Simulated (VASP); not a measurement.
# PbS (Galena) (Fm-3m) in VASP: a series of runs

PbS (Galena) is run at these levels: r2SCAN; tasks: single point.

Everything below comes from runs of VASP 6.6.1. Logs are shortened: lines on timing, memory, paths and dates and some standing lists are left out, and cuts for length are marked.

## 1. The cell of the first run

It takes space group Fm-3m (No. 225, cubic). The conventional cell has a = 5.931 Å, b = 5.931 Å, c = 5.931 Å, α = 90.00°, β = 90.00°, γ = 90.00°. Pb (site symmetry m-3m) has 6 S at 2.97 Å within 3.9 Å. S (site symmetry m-3m) has 6 Pb at 2.97 Å within 3.9 Å.

## 2. Single point, r2SCAN

POSCAR reads:

```
PbS
1.0
    0.0000000000      2.9657500000      2.9657500000
    2.9657500000      0.0000000000      2.9657500000
    2.9657500000      2.9657500000      0.0000000000
Pb S
1 1
Direct
    0.0000000000      0.0000000000      0.0000000000
    0.5000000000      0.5000000000      0.5000000000
```

INCAR.step1 reads:

```
SYSTEM = PbS
ALGO = Normal
EDIFF = 1E-4
ENCUT = 520
GGA = PE
ISMEAR = -1
LASPH = .True.
LCHARG = .False.
LREAL = .False.
LWAVE = .True.
NBANDS = 17
NELM = 60
PREC = Accurate
SIGMA = 0.05
```

INCAR.step2 reads:

```
SYSTEM = PbS
ALGO = Normal
EDIFF = 1E-7
ENCUT = 520
ISIF = 2
ISMEAR = -1
ISTART = 1
LASPH = .True.
LCHARG = .False.
LMIXTAU = .True.
LREAL = .False.
LWAVE = .False.
METAGGA = R2SCAN
NBANDS = 17
NELM = 60
PREC = Accurate
SIGMA = 0.05
```

KPOINTS reads:

```
k-points
0
Gamma
  5 5 5
  0 0 0
```

Potentials or basis: VASP PAW PBE potentials, release 64 (Pb_d, S).

On the command line:

```bash
> cat potpaw_PBE.64/Pb_d/POTCAR potpaw_PBE.64/S/POTCAR > POTCAR
> cp INCAR.step1 INCAR
> mpirun -np 1 vasp_std > vasp.out
> cp INCAR.step2 INCAR
> mpirun -np 1 vasp_std > vasp.out
```

OUTCAR:

```text
SYSTEM = PbS
   EDIFF = 1E-7
   ENCUT = 520
   ISIF = 2
   ISMEAR = -1
   ISTART = 1
   LASPH = .True.
   LREAL = .False.
   METAGGA = R2SCAN
   NELM = 60
   PREC = Accurate

 ion  position               nearest neighbor table
   1  0.000  0.000  0.000-   2 2.97   2 2.97   2 2.97   2 2.97   2 2.97   2 2.97
   2  0.500  0.500  0.500-   1 2.97   1 2.97   1 2.97   1 2.97   1 2.97   1 2.97

  LATTYP: Found a face centered cubic cell.
 ALAT       =     5.9315000000

  Lattice vectors:

 A1 = (   0.0000000000,   2.9657500000,   2.9657500000)
 A2 = (   2.9657500000,   0.0000000000,   2.9657500000)
 A3 = (   2.9657500000,   2.9657500000,   0.0000000000)

Analysis of symmetry for initial positions (statically):
=====================================================================
 Subroutine PRICEL returns:
 Original cell was already a primitive cell.

 Routine SETGRP: Setting up the symmetry group for a
 face centered cubic supercell.

 Subroutine GETGRP returns: Found 48 space group operations
[... 9 lines left out ...]

 Routine SETGRP: Setting up the symmetry group for a
 face centered cubic supercell.

 Subroutine GETGRP returns: Found 48 space group operations
[... 11 lines left out ...]
                                     Primitive cell

  volume of cell :      52.1715

  direct lattice vectors                    reciprocal lattice vectors
     0.000000000  2.965750000  2.965750000    -0.168591419  0.168591419  0.168591419
     2.965750000  0.000000000  2.965750000     0.168591419 -0.168591419  0.168591419
     2.965750000  2.965750000  0.000000000     0.168591419  0.168591419 -0.168591419

  length of vectors
     4.194203873  4.194203873  4.194203873     0.292008903  0.292008903  0.292008903

  position of ions in fractional coordinates (direct lattice)
     0.000000000  0.000000000  0.000000000
     0.500000000  0.500000000  0.500000000

  ion indices of the primitive-cell ions
   primitive index   ion index
                 1           1
                 2           2

----------------------------------------------------------------------------------------

 KPOINTS: k-points

Automatic generation of k-mesh.
 Grid dimensions read from file:
 generate k-points for:    5    5    5

 Generating k-lattice:

[... 37 lines left out ...]
   PREC   = accura    normal or accurate (medium, high low for compatibility)
   ISTART =      1    job   : 0-new  1-cont  2-samecut
   ICHARG =      0    charge: 1-file 2-atom 10-const
   ISPIN  =      1    spin polarized calculation?
   LNONCOLLINEAR =      F non collinear calculations
   LSORBIT =      F    spin-orbit coupling
   LASPH  =      T    aspherical Exc in radial PAW
   ENCUT  =  520.0 eV  38.22 Ry    6.18 a.u.   7.80  7.80  7.80*2*pi/ulx,y,z
   NELM   =     60;   NELMIN=  2; NELMDL=  0     # of ELM steps
   EDIFF  = 0.1E-06   stopping-criterion for ELM
   LREAL  =      F    real-space projection
   EDIFFG = 0.1E-05   stopping-criterion for IOM
   NSW    =      0    number of steps for IOM
   IBRION =     -1    ionic relax: 0-MD 1-quasi-New 2-CG
   NFREE  =      0    steps in history (QN), initial steepest desc. (CG)
   ISIF   =      2    stress and relaxation
   ISYM   =      2    0-nonsym 1-usesym 2-fastsym
   POTIM  = 0.5000    time-step for ionic-motion
   TEBEG  =    0.0;   TEEND  =   0.0 temperature during run
   PSTRESS=    0.0 pullay stress
   NELECT =      20.0000    total number of electrons
   NUPDOWN=      -1.0000    fix difference up-down
   EMIN   =  10.00;   EMAX   =-10.00  energy-range for DOS
   EFERMI =   0.00;   METHOD = LEGACY
   ISMEAR =    -1;   SIGMA  =   0.05  broadening in eV -4-tet -1-fermi 0-gaus
   EFERMI_NEDOS =   21; number of points for ismear=-14 and -15
   IALGO  =     38    algorithm
   IMIX   =      4    mixing-type and parameters
     AMIX     =   0.40;   BMIX     =  1.00
     AMIX_MAG =   1.60;   BMIX_MAG =  1.00
  volume/ion in A,a.u.               =      26.09       176.04
  Fermi-wavevector in a.u.,A,eV,Ry     =   1.189251  2.247359 19.242973  1.414319
  Thomas-Fermi vector in A             =   2.325363
   LORBIT       =      0    0 simple, 1 ext, 2 COOP (PROOUT), +10 PAW based schemes
   METAGGA = R2SCAN    functional components
   LHFCALC =     F    Hartree Fock is set to
   AEXX    =    0.0000 exact exchange contribution
   IVDW    =     0    specifies the selected vdW correction
   LEPSILON=     F    determine dielectric tensor
   LRPA    =     F    only Hartree local field effects (RPA)
 non-spin polarized calculation
  energy-cutoff  :      520.00
  volume of cell :       52.17
 maximum number of plane-waves:      1422
   NGX = 15   NGY = 15   NGZ = 15

 number of electron      19.9999998 magnetization

 Free energy of the ion-electron system (eV)
  ---------------------------------------------------
  ext. energy  EPLUGINS =         0.00000000
  ---------------------------------------------------
  free energy    TOTEN  =       -65.61640057 eV

  energy without entropy =      -65.61640049  energy(sigma->0) =      -65.61640053

 E-fermi :   6.0838     XC(G=0): -10.2584

 val. band max:        5.3409058008   @ k =   0.4000   0.0000   0.0000
 cond. band min:       6.8255727436   @ k =   0.4000   0.0000   0.0000
 fundamental gap:      1.4846669429
 Fermi energy:         6.0837854348

 k-point     1 :       0.0000    0.0000    0.0000
  band No.  band energies     occupation
      1     -11.7544      2.00000
      2     -11.7544      2.00000
      3     -11.7544      2.00000
      4     -11.7389      2.00000
      5     -11.7389      2.00000
      6      -8.5194      2.00000
[... 177 lines left out ...]
      4     -11.7206      2.00000
      5     -11.7000      2.00000
      6      -6.9164      2.00000
[... 9 lines left out ...]
     16      17.8038      0.00000
     17      17.9896      0.00000

------------------------ aborting loop because EDIFF is reached ----------------------------------------

  FORCE on cell =-STRESS in cart. coord.  units (eV):
  Direction    XX          YY          ZZ          XY          YZ          ZX
  --------------------------------------------------------------------------------------
  -------------------------------------------------------------------------------------
  Total        0.3766780      0.3766780      0.3766780      0.0000000      0.0000000      0.0000000
  in kB       11.5677064     11.5677064     11.5677064      0.0000000      0.0000000      0.0000000
  external PRESSURE =      11.5677064 kB  Pullay stress =       0.0000000 kB

 VOLUME and BASIS-vectors are now :
 -----------------------------------------------------------------------------
  energy-cutoff  :      520.00
  volume of cell :       52.17
      direct lattice vectors                 reciprocal lattice vectors
     0.000000000  2.965750000  2.965750000    -0.168591419  0.168591419  0.168591419
     2.965750000  0.000000000  2.965750000     0.168591419 -0.168591419  0.168591419
     2.965750000  2.965750000  0.000000000     0.168591419  0.168591419 -0.168591419

 POSITION                                       TOTAL-FORCE (eV/Angst)
 -----------------------------------------------------------------------------------
      0.00000      0.00000      0.00000         0.000000      0.000000      0.000000
      2.96575      2.96575      2.96575        -0.000000      0.000000     -0.000000
 -----------------------------------------------------------------------------------
    total drift:                                0.000000     -0.000000     -0.000000

  FREE ENERGIE OF THE ION-ELECTRON SYSTEM (eV)
  ---------------------------------------------------
  free  energy   TOTEN  =       -65.6164005682 eV

  energy  without entropy=      -65.6164004949  energy(sigma->0) =      -65.61640053
```

Run time: 19 s. Hardware: 1 thread of Intel Xeon 6975P-C (Granite Rapids), shared host; peak memory 0.18 GiB.

Results:

```
Free energy : -65.6164 eV
Pressure    : 1.2 GPa
```

Caveat: this odd mesh misses L, where the gap lies, so gap, dielectric constants and Born charges aren't listed; the PAW data sets were made with another functional, which shifts forces and pressure a little; spin-orbit coupling is left out, which moves the levels of the heavy elements.

## 3. Single point, r2SCAN

POSCAR is that of step 2.

INCAR.step1 reads:

```
PREC = Accurate
ENCUT = 520
ISMEAR = -1
SIGMA = 0.05
LREAL = False
LASPH = True
NELM = 100
NBANDS = 17
GGA = PE
ALGO = Normal
EDIFF = 1E-4
LWAVE = True
LCHARG = False
```

INCAR.step2 reads:

```
PREC = Accurate
ENCUT = 520
EDIFF = 1E-6
ISMEAR = -1
SIGMA = 0.05
LREAL = False
LASPH = True
NELM = 100
ALGO = Normal
ISIF = 2
LWAVE = False
LCHARG = False
METAGGA = R2SCAN
LMIXTAU = True
NBANDS = 17
ISTART = 1
```

KPOINTS reads:

```
regular mesh
0
Gamma
  5 5 5
```

Potentials or basis: VASP PAW PBE potentials, release 64 (Pb_d, S).

On the command line:

```bash
> cat potpaw_PBE.64/Pb_d/POTCAR potpaw_PBE.64/S/POTCAR > POTCAR
> cp INCAR.step1 INCAR
> mpirun -np 1 vasp_std > vasp.out
> cp INCAR.step2 INCAR
> mpirun -np 1 vasp_std > vasp.out
```

OUTCAR:

```text
PREC = Accurate
   ENCUT = 520
   EDIFF = 1E-6
   ISMEAR = -1
   LREAL = False
   LASPH = True
   NELM = 100
   ISIF = 2
   METAGGA = R2SCAN
   ISTART = 1

 ion  position               nearest neighbor table
   1  0.000  0.000  0.000-   2 2.97   2 2.97   2 2.97   2 2.97   2 2.97   2 2.97
   2  0.500  0.500  0.500-   1 2.97   1 2.97   1 2.97   1 2.97   1 2.97   1 2.97

  LATTYP: Found a face centered cubic cell.
 ALAT       =     5.9315000000

  Lattice vectors:

 A1 = (   0.0000000000,   2.9657500000,   2.9657500000)
 A2 = (   2.9657500000,   0.0000000000,   2.9657500000)
 A3 = (   2.9657500000,   2.9657500000,   0.0000000000)

Analysis of symmetry for initial positions (statically):
=====================================================================
 Subroutine PRICEL returns:
 Original cell was already a primitive cell.

 Routine SETGRP: Setting up the symmetry group for a
 face centered cubic supercell.

 Subroutine GETGRP returns: Found 48 space group operations
 (whereof 48 operations were pure point group operations)
 out of a pool of 48 trial point group operations.

The static configuration has the point symmetry O_h .

Analysis of symmetry for dynamics (positions and initial velocities):
=====================================================================
 Subroutine PRICEL returns:
 Original cell was already a primitive cell.

 Routine SETGRP: Setting up the symmetry group for a
 face centered cubic supercell.

 Subroutine GETGRP returns: Found 48 space group operations
 (whereof 48 operations were pure point group operations)
 out of a pool of 48 trial point group operations.

The dynamic configuration has the point symmetry O_h .

 Subroutine INISYM returns: Found 48 space group operations
 (whereof 48 operations are pure point group operations),
[... 93 lines left out ...]
   NUPDOWN=      -1.0000    fix difference up-down
   EMIN   =  10.00;   EMAX   =-10.00  energy-range for DOS
   EFERMI =   0.00;   METHOD = LEGACY
   ISMEAR =    -1;   SIGMA  =   0.05  broadening in eV -4-tet -1-fermi 0-gaus
   EFERMI_NEDOS =   21; number of points for ismear=-14 and -15
   IALGO  =     38    algorithm
   IMIX   =      4    mixing-type and parameters
     AMIX     =   0.40;   BMIX     =  1.00
     AMIX_MAG =   1.60;   BMIX_MAG =  1.00
  volume/ion in A,a.u.               =      26.09       176.04
  Fermi-wavevector in a.u.,A,eV,Ry     =   1.189251  2.247359 19.242973  1.414319
  Thomas-Fermi vector in A             =   2.325363
   LORBIT       =      0    0 simple, 1 ext, 2 COOP (PROOUT), +10 PAW based schemes
   METAGGA = R2SCAN    functional components
   LHFCALC =     F    Hartree Fock is set to
   AEXX    =    0.0000 exact exchange contribution
   IVDW    =     0    specifies the selected vdW correction
   LEPSILON=     F    determine dielectric tensor
   LRPA    =     F    only Hartree local field effects (RPA)
 non-spin polarized calculation
  energy-cutoff  :      520.00
  volume of cell :       52.17
 maximum number of plane-waves:      1422
   NGX = 15   NGY = 15   NGZ = 15

 number of electron      19.9999998 magnetization

 Free energy of the ion-electron system (eV)
  ---------------------------------------------------
  ext. energy  EPLUGINS =         0.00000000
  ---------------------------------------------------
  free energy    TOTEN  =       -65.61640057 eV

  energy without entropy =      -65.61640050  energy(sigma->0) =      -65.61640053

 E-fermi :   6.0838     XC(G=0): -10.2585

 val. band max:        5.3408910262   @ k =   0.4000   0.0000   0.0000
 cond. band min:       6.8255709141   @ k =   0.4000   0.0000   0.0000
 fundamental gap:      1.4846798879
 Fermi energy:         6.0837846418

 k-point     1 :       0.0000    0.0000    0.0000
  band No.  band energies     occupation
      1     -11.7544      2.00000
      2     -11.7544      2.00000
      3     -11.7544      2.00000
      4     -11.7389      2.00000
      5     -11.7389      2.00000
      6      -8.5195      2.00000
[... 177 lines left out ...]
      4     -11.7206      2.00000
      5     -11.7000      2.00000
      6      -6.9164      2.00000
[... 9 lines left out ...]
     16      17.8038      0.00000
     17      17.9896      0.00000

------------------------ aborting loop because EDIFF is reached ----------------------------------------

  FORCE on cell =-STRESS in cart. coord.  units (eV):
  Direction    XX          YY          ZZ          XY          YZ          ZX
  --------------------------------------------------------------------------------------
  -------------------------------------------------------------------------------------
  Total        0.3764112      0.3764112      0.3764112      0.0000000      0.0000000      0.0000000
  in kB       11.5595117     11.5595117     11.5595117      0.0000000      0.0000000      0.0000000
  external PRESSURE =      11.5595117 kB  Pullay stress =       0.0000000 kB

 VOLUME and BASIS-vectors are now :
 -----------------------------------------------------------------------------
  energy-cutoff  :      520.00
  volume of cell :       52.17
      direct lattice vectors                 reciprocal lattice vectors
     0.000000000  2.965750000  2.965750000    -0.168591419  0.168591419  0.168591419
     2.965750000  0.000000000  2.965750000     0.168591419 -0.168591419  0.168591419
     2.965750000  2.965750000  0.000000000     0.168591419  0.168591419 -0.168591419

 POSITION                                       TOTAL-FORCE (eV/Angst)
 -----------------------------------------------------------------------------------
      0.00000      0.00000      0.00000         0.000000     -0.000000     -0.000000
      2.96575      2.96575      2.96575        -0.000000      0.000000      0.000000
 -----------------------------------------------------------------------------------
    total drift:                                0.000000     -0.000000     -0.000000

  FREE ENERGIE OF THE ION-ELECTRON SYSTEM (eV)
  ---------------------------------------------------
  free  energy   TOTEN  =       -65.6164005692 eV

  energy  without entropy=      -65.6164004959  energy(sigma->0) =      -65.61640053
```

It took 17 s on 1 thread of Intel Xeon 6975P-C (Granite Rapids), shared host; peak memory 0.18 GiB.

Results:

```
Free energy : -65.6164 eV
Pressure    : 1.2 GPa
```

Levels at points of the mesh, in eV from the Fermi level:
```
           k point  band 6  band 7  band 8  band 9  band 10  band 11  band 12  band 13  band 14  band 15
(0.00, 0.00, 0.00)  -14.60   -6.49   -2.72   -2.72    -2.72     5.17     5.17     5.17     6.75     6.75
```

Caveat: this odd mesh misses L, where the gap lies, so gap, dielectric constants and Born charges aren't listed; the PAW data sets were made with another functional, which shifts forces and pressure a little; spin-orbit coupling is left out, which moves the levels of the heavy elements.
